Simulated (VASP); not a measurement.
Crystal: TaGeI.

```
CELL_PARAMETERS angstrom
4.65612 0.00000 0.00000
0.00000 4.65612 0.00000
0.00000 0.00000 6.91999
ATOMIC_POSITIONS crystal
Ta 0.50000 0.00000 0.25824
Ta 0.00000 0.50000 0.74176
Ge 0.50000 0.50000 0.00000
Ge 0.00000 0.00000 0.00000
I 0.50000 0.00000 0.72228
I 0.00000 0.50000 0.27772
```

| Property | Result |
| --- | --- |
| Program | VASP 6.6.1 |
| Task | relaxation of cell and atoms |
| Functional | PBE |
| Potentials or basis | VASP PAW PBE potentials, release 64 (Ta_pv, Ge_d, I) |
| Cutoff | 600 eV |
| k mesh | 4 × 4 × 4 |
| Occupations | gaussian, width 0.1 eV |
| Spin | no spin polarisation |

At the start: pressure -4.7 GPa; volume 25.00 Å³/atom.

Task: How do energy, volume and symmetry change on relaxing?

Result: Over 38 steps the energy falls by 908.5 meV/atom and the volume is 23.31 Å³/atom (-6.8 %); space group P4/nmm (No. 129, to 0.05 Å).

Step by step:
```csv
step,energy change (eV),largest force (eV/Å),pressure (GPa),volume (Å³)
1,0.0000,2.8816,-4.73,150.02
2,-1.0269,2.7823,2.49,134.56
3,-1.1943,2.7518,9.86,125.39
4,-1.7472,2.3737,9.28,125.43
5,-2.8586,0.6776,8.94,125.43
6,-2.9157,0.9428,9.73,125.36
7,-3.3938,0.7651,0.68,136.07
8,-3.4111,0.8099,-1.32,139.37
9,-3.4115,0.8040,-1.14,138.99
10,-3.4639,0.5134,-0.55,138.09
11,-3.5349,0.4140,1.84,135.33
12,-3.5737,0.4684,1.38,136.04
13,-3.7028,0.5479,0.20,138.08
14,-4.0461,0.4757,-1.58,141.74
15,-4.8029,0.6076,-3.44,147.44
16,-4.9156,1.7811,-1.23,152.88
17,-5.1231,1.2807,-2.29,150.68
18,-5.1494,1.4167,-2.05,151.38
19,-5.2356,1.0728,-2.32,151.05
20,-5.2420,0.9746,-2.35,150.93
21,-5.3342,0.9271,-0.92,147.78
22,-5.3907,0.7965,1.79,142.88
23,-5.4272,0.1484,0.43,143.97
24,-5.4287,0.0926,0.09,144.25
25,-5.4310,0.0863,-0.02,144.42
26,-5.4327,0.0790,-0.13,144.63
27,-5.4331,0.0868,-0.34,145.02
28,-5.4335,0.0700,-0.27,144.86
29,-5.4349,0.1017,0.00,144.30
30,-5.4357,0.1448,0.33,143.59
31,-5.4364,0.1337,0.27,143.50
32,-5.4384,0.1181,0.27,143.23
33,-5.4417,0.1228,0.19,142.70
34,-5.4455,0.1327,0.02,141.63
35,-5.4418,0.3311,-0.17,139.49
36,-5.4460,0.1494,0.03,141.06
37,-5.4486,0.1122,-0.06,140.74
38,-5.4513,0.0134,-0.15,139.83
```

Final structure:
```cif
data_structure
_symmetry_space_group_name_H-M 'P 1'
_symmetry_Int_Tables_number 1
_cell_length_a 3.6599
_cell_length_b 3.6599
_cell_length_c 10.4394
_cell_angle_alpha 90.000
_cell_angle_beta 90.000
_cell_angle_gamma 90.000
_cell_volume 139.83
loop_
_atom_site_label
_atom_site_type_symbol
_atom_site_fract_x
_atom_site_fract_y
_atom_site_fract_z
_atom_site_occupancy
Ta1 Ta 0.50000 0.00000 0.18819 1
Ta2 Ta 0.00000 0.50000 0.81181 1
Ge1 Ge 0.50000 0.50000 0.00000 1
Ge2 Ge 0.00000 0.00000 0.00000 1
I1 I 0.50000 0.00000 0.66592 1
I2 I 0.00000 0.50000 0.33408 1
```

Caveat: this functional lacks dispersion, which binds the layers, so the pressure and a relaxed spacing across them are unreliable.
